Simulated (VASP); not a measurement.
**Mg7Cd9O16: single point with PBEsol**

Crystal: Mg7Cd9O16.

```xyz
64
Lattice="9.0329 0.0000 0.0000 0.0000 9.0329 0.0000 0.0000 0.0000 9.0329" Properties=species:S:1:pos:R:3 pbc="T T T"
O     2.1043    0.0201    0.1426
O     2.1289    0.1253    4.4032
O     2.2451    4.4955    0.0195
O     2.3666    4.3515    4.4899
O     6.9030    0.0227    0.0665
O     6.8951    0.1225    4.4864
O     6.7787    4.4921    0.1602
O     6.6919    4.3643    4.4056
O     0.0042    2.1399    0.1530
O     0.0078    2.1613    4.4116
O     0.0049    6.9163    0.1437
O     0.0137    6.9184    4.4074
O     4.5058    2.2641    8.8436
O     4.5214    2.3446    4.5879
O     4.5168    6.7662    9.0163
O     4.5190    6.6524    4.5161
O     8.9950    9.0182    2.2789
O     8.9020    0.0013    6.7927
O     8.9069    4.6321    2.2831
O     9.0107    4.5430    6.7805
O     4.5962    8.9187    2.2606
O     4.6471    9.0104    6.7507
O     4.6416    4.6397    2.3637
O     4.5537    4.5568    6.6401
O     2.1644    2.1399    2.3731
O     2.3853    2.2295    6.6128
O     2.3006    6.9122    2.2775
O     2.4259    6.8026    6.7661
O     6.8688    2.2234    2.3769
O     6.6704    2.1437    6.6251
O     6.7689    6.8254    2.2826
O     6.6500    6.9091    6.7628
Mg    9.0007    0.0059    0.0910
Mg    9.0117    0.0378    4.4476
Mg    4.5469    4.4883    4.5003
Mg    2.2580    2.2272    4.4812
Mg    6.7792    2.2320    4.4850
Mg    2.1659    9.0311    2.2853
Mg    6.8165    0.0025    2.2915
Mg    6.7767    0.0258    6.7109
Mg    6.7773    4.5156    2.3103
Mg    9.0071    2.1517    2.3008
Mg    8.9783    6.8422    2.2734
Mg    4.5441    2.2401    6.6853
Mg    4.5573    6.7824    2.2979
Mg    4.5510    6.7787    6.7307
Cd    9.0179    4.5185    0.0569
Cd    9.0291    4.4873    4.4860
Cd    4.5300    9.0240    9.0285
Cd    4.5207    0.0079    4.5017
Cd    4.5313    4.5244    9.0324
Cd    2.2485    2.2310    0.0090
Cd    2.2581    6.8043    0.0272
Cd    2.2688    6.7872    4.4997
Cd    6.7813    2.2358    0.0033
Cd    6.7784    6.7991    0.0168
Cd    6.7774    6.7794    4.5098
Cd    2.2526    0.0124    6.7632
Cd    2.2583    4.5295    2.2840
Cd    2.3061    4.5015    6.7465
Cd    6.7482    4.4929    6.7437
Cd    9.0249    2.2258    6.7494
Cd    9.0240    6.8230    6.7886
Cd    4.5311    2.2603    2.2846
```

```json
{"Program": "VASP 6.6.1", "Task": "single point", "Functional": "PBEsol", "Potentials or basis": "VASP PAW PBE potentials, release 64 (O, Mg, Cd)", "Cutoff": "520 eV", "k mesh": "1 × 1 × 1, shifted", "Occupations": "fermi-dirac, width 0.05 eV", "Spin": "no spin polarisation", "Dipole correction": "no", "Further INCAR settings": "LREAL = Auto; ALGO = Normal; EDIFF = 1e-06; NBANDS = 256"}
```

```
Pressure               : 1.0 GPa
Largest force          : 0.105 eV/Å
Band gap on the k mesh : 3.05 eV
```

Forces in eV/Å, atoms in the order of the input:
```
O   -0.058 -0.016  0.053
O   -0.054  0.061 -0.064
O    0.002  0.011 -0.020
O    0.059 -0.055  0.023
O    0.065 -0.018  0.005
O    0.055  0.056  0.005
O   -0.004  0.015  0.056
O   -0.064 -0.050 -0.067
O   -0.001 -0.057  0.047
O    0.003 -0.063 -0.063
O    0.000  0.056  0.054
O   -0.004  0.052 -0.061
O    0.003  0.002 -0.066
O   -0.003  0.061  0.079
O   -0.003 -0.002 -0.002
O    0.000 -0.058  0.003
O    0.003 -0.004 -0.001
O   -0.062  0.003  0.003
O   -0.062  0.023 -0.015
O    0.022 -0.005  0.012
O    0.011 -0.065 -0.012
O    0.057 -0.001  0.013
O    0.056  0.060  0.059
O   -0.026  0.006 -0.055
O   -0.050 -0.052  0.058
O    0.062  0.017 -0.058
O    0.011  0.059 -0.011
O    0.069 -0.017  0.011
O    0.058 -0.004  0.054
O   -0.059 -0.058 -0.051
O   -0.001  0.003 -0.013
O   -0.069  0.052  0.018
Mg  -0.002 -0.001  0.013
Mg  -0.002  0.006 -0.013
Mg   0.002 -0.001  0.002
Mg   0.000 -0.003 -0.002
Mg  -0.001 -0.002 -0.002
Mg  -0.012  0.000  0.004
Mg   0.012 -0.002  0.003
Mg  -0.001  0.001 -0.003
Mg  -0.001  0.001  0.007
Mg  -0.001 -0.013  0.008
Mg  -0.006  0.010 -0.002
Mg   0.001  0.000 -0.008
Mg   0.004  0.000  0.003
Mg   0.002 -0.001 -0.003
Cd   0.005 -0.001 -0.017
Cd   0.008  0.006  0.018
Cd  -0.010  0.004 -0.001
Cd  -0.007 -0.003  0.002
Cd  -0.007 -0.002 -0.004
Cd   0.009  0.012 -0.012
Cd  -0.001 -0.014 -0.012
Cd  -0.004 -0.012  0.013
Cd  -0.008  0.012 -0.011
Cd   0.000 -0.013 -0.008
Cd   0.002 -0.011  0.008
Cd  -0.005 -0.007  0.012
Cd  -0.003  0.003 -0.012
Cd  -0.014  0.006  0.013
Cd   0.015  0.006  0.018
Cd   0.008  0.019  0.013
Cd   0.010 -0.017  0.002
Cd  -0.006  0.004 -0.025
```

Stress tensor (GPa, compression positive):
```
 0.98 -0.05  0.01
-0.05  0.97  0.04
 0.01  0.04  0.99
```

Levels at points of the mesh, in eV from the valence-band top:
```tsv
k point	band 214	band 215	band 216	band 217	band 218	band 219	band 220	band 221	band 222	band 223
(0.50, 0.50, 0.50)	-0.11	-0.09	-0.05	-0.03	0.00	3.05	3.38	3.57	3.75	3.84
```

Run time: 6.4 min on 1 thread of Oxide Virtual Turin-like Processor (shared host), peak memory 0.72 GiB.

Caveat: the k points lie up to 0.70 Å⁻¹ apart; the PAW data sets were made with another functional, which shifts forces and pressure a little; a shifted mesh leaves out Γ, where band edges can lie. A k mesh can miss the band edges.
